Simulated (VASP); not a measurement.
Runs of VASP 6.6.1 on Bi2Se3. The structure is that of space group R-3m (No. 166), or close to it. The cells are those of the table. 

| task | cell | gap on the mesh (eV) | pressure (GPa) | largest force (eV/Å) |
| --- | --- | --- | --- | --- |
| single point | a = 9.970 Å, angles 24.3°, 5 atoms | 0.25 | (a) | 0.11 |
| electric field gradients | a = 9.840 Å, angles 24.3°, 5 atoms | 0.22 | (b) | 0.19 |
| single point | a = 10.026 Å, angles 23.8°, 5 atoms | 0.30 | 1.3 | 0.15 |
| electric field gradients | a = 9.858 Å, angles 25.0°, 5 atoms | 0.17 | -1.0 | 0.18 |
| single point | a = 9.748 Å, angles 24.5°, 5 atoms | 0.18 | 3.2 | 0.29 |
| electric field gradients | a = 9.774 Å, angles 24.3°, 5 atoms | 0.20 | 4.0 | 0.35 |
| electric field gradients | a = 9.640 Å, angles 24.3°, 5 atoms | 0.17 | (c) | 0.72 |
| single point | a = 9.774 Å, angles 24.3°, 5 atoms | 0.20 | 4.0 | 0.35 |

Alike in all rows: level PBE; potentials or basis VASP PAW PBE potentials, release 64 (Bi_d, Se); no spin polarisation; k mesh 6 × 6 × 6; cutoff (eV) 520; smearing fermi-dirac 0.03 eV.

Question: Estimate the missing entries.

Answer: (a) 0.1; (b) 2.5; (c) 7.3.

Caveats: spin-orbit coupling is left out, which moves the levels of the heavy elements; the cell stands under pressure (at least some runs).

A k mesh can miss the band edges, and the runs leave out spin-orbit coupling on Bi, Se.
